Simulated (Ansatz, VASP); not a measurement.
# PbSe in VASP and in Ansatz

```
Pb Se
1.0
     0.00000    3.06215    3.09277
     3.06215    0.00000    3.09277
     3.06215    3.06215    0.00000
Pb Se
1 1
Direct
  0.00000 0.00000 0.00000
  0.50000 0.50000 0.50000
```

Change from the starting cell: zz strain of +1 %.

Alike in both runs: task single point; functional PBE; k mesh 9 × 9 × 9; occupations fermi-dirac, width 0.01 eV; no spin polarisation.

|  | VASP | Ansatz |
| --- | --- | --- |
| version | VASP 6.6.1 | Ansatz 0.2.0 |
| potentials or method | VASP PAW PBE potentials, release 64 (Pb_d, Se), cutoff 520 eV | all-electron LAPW, scalar-relativistic |

|  | VASP | Ansatz | Ansatz less VASP |
| --- | --- | --- | --- |
| gap on the k mesh at the Fermi level (eV) | 0.71 | 0.70 | -0.003 |
| pressure (GPa) | 1.8 | 1.8 | +0.02 |
| traceless stress, the component that is largest in VASP (GPa) | -0.80 | -0.79 | +0.003 |

Ansatz ran all-electron here, and VASP with PAW potentials.

Neither program's run includes spin-orbit coupling.
